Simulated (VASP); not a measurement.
Here is a VASP 6.6.1 calculation.

File INCAR:

```
SYSTEM = Ga
PREC = Accurate
ENCUT = 520
EDIFF = 1E-6
ISMEAR = -1
SIGMA = 0.1
LREAL = .False.
LASPH = .True.
NELM = 100
ALGO = Normal
ISIF = 2
LWAVE = .False.
LCHARG = .False.
GGA = B5
ALDAX = 1.0
AGGAX = 1.0
AGGAC = 1.0
ALDAC = 0.0
NBANDS = 34
```

File KPOINTS:

```
Automatic mesh
0
Gamma
  13 13 4
  0 0 0
```

File POSCAR:

```
Ga
1.0
    3.1703995806      0.0000000000      0.0000000000
   -1.5851997903      2.7456465769      0.0000000000
    0.0000000000      0.0000000000     10.3490130783
Ga
4
Direct
    0.0000000000      1.0000000000      1.0000000000
    0.0000000000      1.0000000000      0.5000000000
    0.3333333333      0.6666666667      0.2500000000
    0.6666666667      0.3333333333      0.7500000000
```

Potentials or basis: VASP PAW PBE potentials, release 64 (Ga_d).

Command:

```bash
$ cat potpaw_PBE.64/Ga_d/POTCAR > POTCAR
$ mpirun -np 1 vasp_std > vasp.out
```

(1) What does it give for the band gap on the k mesh?

(2) What does it give for the pressure?

## Answers

(1) zero (bands 26 and 27 overlap by 4.51 eV).

(2) -1.0 GPa.

Caveat: the PAW data sets were made with another functional, which shifts forces and pressure a little.
